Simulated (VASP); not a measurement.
A run of VASP 6.6.1 is set up as follows.

File INCAR:

```
SYSTEM = Na2YB2
  ALGO = Normal
  EDIFF = 1E-7
  ENCUT = 520
  GGA = PS
  ISIF = 2
  ISMEAR = 0
  LASPH = .True.
  LCHARG = .True.
  LELF = .True.
  LREAL = .False.
  LVHAR = .True.
  LWAVE = .False.
  NBANDS = 42
  NELM = 60
  PREC = Accurate
  SIGMA = 0.1941
```

File KPOINTS:

```
k-points
0
Gamma
  4 4 4
  0 0 0
```

POSCAR

```
Na2YB2
1.0
    0.0000000000      4.9068050000      3.0516970000
    0.0000000000     -4.9068050000      3.0516970000
    5.7478660000      0.0000000000     -3.0516970000
Na B Y
4 4 2
Direct
    0.7476300000      0.4976300000      0.9952600000
    0.0023700000      0.7523700000      0.5047400000
    0.2523700000      0.5023700000      0.0047400000
    0.9976300000      0.2476300000      0.4952600000
    0.6960000000      0.8040000000      0.2500000000
    0.0540000000      0.4460000000      0.2500000000
    0.3040000000      0.1960000000      0.7500000000
    0.9460000000      0.5540000000      0.7500000000
    0.3750000000      0.1250000000      0.2500000000
    0.6250000000      0.8750000000      0.7500000000
```

Potentials or basis: VASP PAW PBE potentials, release 64 (Na_pv, B, Y_sv).

The run is started by

```sh
$ cat potpaw_PBE.64/Na_pv/POTCAR potpaw_PBE.64/B/POTCAR potpaw_PBE.64/Y_sv/POTCAR > POTCAR
$ mpirun -np 1 vasp_std > vasp.out
```

(1) Estimate the band gap on the k mesh.

(2) Predict the largest force.

Results:

(1) zero (bands 31 and 32 overlap by 0.84 eV).

(2) 1.398 eV/Å.

Caveat: the PAW data sets were made with another functional, which shifts forces and pressure a little.
